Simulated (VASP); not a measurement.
# PtC18: single point with PBE

System: PtC18, a slab with vacuum.

```
CELL_PARAMETERS angstrom
7.39800 0.00000 0.00000
-3.69900 6.40686 0.00000
0.00000 0.00000 12.00000
ATOMIC_POSITIONS crystal
C 0.99834 0.99488 0.08124
C 0.22058 0.10613 0.08202
C 0.99856 0.32604 0.08769
C 0.22063 0.43979 0.08410
C 0.99862 0.66383 0.09538
C 0.22292 0.77478 0.08767
C 0.33103 0.99394 0.08252
C 0.55387 0.10593 0.08126
C 0.33084 0.32752 0.08060
C 0.55240 0.43973 0.07851
C 0.33126 0.66103 0.08410
C 0.55373 0.77330 0.08061
C 0.66487 0.99470 0.08203
C 0.88750 0.10688 0.08252
C 0.66124 0.32532 0.08305
C 0.88521 0.43700 0.09541
C 0.66309 0.66109 0.07851
C 0.88633 0.77550 0.08300
Pt 0.85610 0.55019 0.25477
```

```yaml
Program: VASP 6.6.1
Task: single point
Functional: PBE
Potentials_or_basis: VASP PAW PBE potentials, release 64 (C, Pt)
Cutoff: 520 eV
k_mesh: 2 × 2 × 1
Occupations: gaussian, width 0.02 eV
Spin: no spin polarisation
```

```
Largest force          : 0.935 eV/Å
Band gap on the k mesh : 0.25 eV
```

Forces in eV/Å, atoms in the order of the input:
```
C   -0.047  0.008 -0.008
C   -0.055  0.005 -0.010
C   -0.036 -0.018  0.038
C   -0.046 -0.004 -0.017
C   -0.054  0.026  0.120
C   -0.040  0.015  0.040
C   -0.038 -0.013 -0.010
C   -0.047 -0.006 -0.006
C   -0.052  0.011 -0.068
C   -0.053  0.014 -0.145
C   -0.048 -0.002 -0.016
C   -0.048 -0.010 -0.071
C   -0.059  0.006 -0.012
C   -0.034  0.016 -0.005
C   -0.065  0.003 -0.009
C   -0.068 -0.025  0.122
C   -0.052 -0.014 -0.142
C   -0.070 -0.006 -0.009
Pt   0.912 -0.003  0.207
```

Levels at points of the mesh, in eV from the valence-band top:
| k point | band 39 | band 40 | band 41 | band 42 | band 43 | band 44 |
| --- | --- | --- | --- | --- | --- | --- |
| (0.00, 0.00, 0.00) | -1.32 | -0.09 | 0.00 | 0.25 | 0.49 | 0.77 |
| (0.50, 0.00, 0.00) | -1.35 | -0.88 | -0.69 | 0.40 | 1.76 | 2.44 |
| (0.00, 0.50, 0.00) | -1.30 | -0.93 | -0.66 | 0.30 | 1.71 | 2.44 |
| (0.50, 0.50, 0.00) | -1.35 | -0.88 | -0.69 | 0.40 | 1.76 | 2.44 |

It took 4.2 min on 1 thread of AMD EPYC 7R43 64-Core Processor (Zen 3) (shared host), peak memory 0.55 GiB.

Caveat: the k points lie up to 0.49 Å⁻¹ apart; spin-orbit coupling is left out, which moves the levels of the heavy elements.
